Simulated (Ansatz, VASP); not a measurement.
## MgO in VASP and in Ansatz

```xyz
2
Lattice="0.0000 2.1715 2.1715 2.1715 0.0000 2.1715 2.1715 2.1715 0.0000" Properties=species:S:1:pos:R:3 pbc="T T T"
Mg    0.0000    0.0000    0.0000
O     2.1715    2.1715    2.1715
```

Alike in both runs: task single point; functional PBE; k mesh 8 × 8 × 8; occupations fermi-dirac, width 0.1 eV; no spin polarisation.

|  | VASP | Ansatz |
| --- | --- | --- |
| version | VASP 6.6.1 | Ansatz 0.2.0 |
| potentials or method | VASP PAW PBE potentials, release 64 (Mg_sv, O), cutoff 840 eV | PAW, plane waves, scalar-relativistic |
| valence electrons in the cell | 16 | 16 |

```csv
,VASP,Ansatz,Ansatz less VASP
pressure (GPa),-8.2,-8.2,+0.04
```
